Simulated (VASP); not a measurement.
Set up this calculation in VASP 6.6.1, as the native input.

* Task: single point
* Functional: PBE
* Dispersion: D3(BJ)
* Potentials or basis: VASP PAW PBE potentials, release 64 (K_sv)
* Cutoff: 520 eV
* k mesh: 12 × 12 × 12
* Occupations: gaussian, width 0.15 eV
* Spin: no spin polarisation
* Dipole correction: no
* Further INCAR settings: ALGO = Normal; EDIFF = 1e-07; NBANDS = 10

The structure of K lies in POSCAR:

```
K
1.0
    0.0000000000      3.2901166335      3.3409947257
    3.2901166335      0.0000000000      3.3409947257
    3.2901166335      3.2901166335      0.0000000000
K
1
Direct
    0.0000000000      0.0000000000      0.0000000000
```

This cell differs from its parent crystal: strain -0.030 along x and y, -0.015 along z.

The input as run:

INCAR

```
SYSTEM = K
PREC     = Accurate       ! precision mode
ENCUT    = 520            ! plane-wave cutoff, eV
EDIFF    = 1E-7           ! SCF threshold, eV
ISMEAR   = 0              ! smearing method
SIGMA    = 0.15           ! smearing width, eV
LREAL    = .False.        ! projectors in reciprocal space
LASPH    = .True.         ! aspherical terms in the spheres
NELM     = 100            ! most SCF steps
ALGO     = Normal         ! electronic algorithm
ISIF     = 2              ! what is computed and relaxed
LWAVE    = .False.        ! write WAVECAR
LCHARG   = .False.        ! write CHGCAR
GGA      = PE             ! functional
IVDW     = 12             ! dispersion correction
NBANDS   = 10             ! bands
```

KPOINTS

```
regular mesh
0
Gamma
  12 12 12
  0 0 0
```

Potentials or basis: VASP PAW PBE potentials, release 64 (K_sv).

Command:

```bash
$ cat potpaw_PBE.64/K_sv/POTCAR > POTCAR
$ mpirun -np 1 vasp_std > vasp.out
```

Results of the run:

The pressure is -0.2 GPa and the dispersion energy per atom is -0.115 eV.

Caveat: the cell differs from its parent crystal (strain -0.030 along x and y, -0.015 along z); pairwise dispersion overbinds metals, which lowers pressure and volume.

It took 2.1 min on 1 thread of Intel(R) Xeon(R) Platinum 8259CL CPU @ 2.50GHz (Skylake/Cascade Lake), on a shared host, peak memory 0.28 GiB.
